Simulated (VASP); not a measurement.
## Al (a cell with a defect): single point with LDA

Crystal: Al (a cell with a defect).

```
Al
1.0
     0.00000    4.04961    4.04961
     4.04961    0.00000    4.04961
     4.04961    4.04961    0.00000
Al
7
Direct
  0.00000 0.00000 0.50000
  0.00000 0.50000 0.00000
  0.00000 0.50000 0.50000
  0.50000 0.00000 0.00000
  0.50000 0.00000 0.50000
  0.50000 0.50000 0.00000
  0.50000 0.50000 0.50000
```

* Program: VASP 6.6.1
* Task: single point
* Functional: LDA
* Potentials or basis: VASP PAW LDA potentials, release 64 (Al)
* Cutoff: 400 eV
* k mesh: 2 × 2 × 2, shifted
* Occupations: gaussian, width 0.05 eV
* Spin: no spin polarisation

- Pressure: -5.4 GPa

Levels at points of the mesh, in eV from the Fermi level:
| k point | band 8 | band 9 | band 10 | band 11 | band 12 | band 13 | band 14 | band 15 |
| --- | --- | --- | --- | --- | --- | --- | --- | --- |
| (0.25, 0.25, 0.25) | -2.90 | -2.02 | -2.02 | -1.44 | -0.36 | 1.10 | 1.10 | 2.94 |

Run time: 3.7 s on 1 thread of Intel(R) Xeon(R) 6975P-C (Granite Rapids) (shared host), peak memory 0.17 GiB.

Caveat: the k points lie up to 0.67 Å⁻¹ apart.
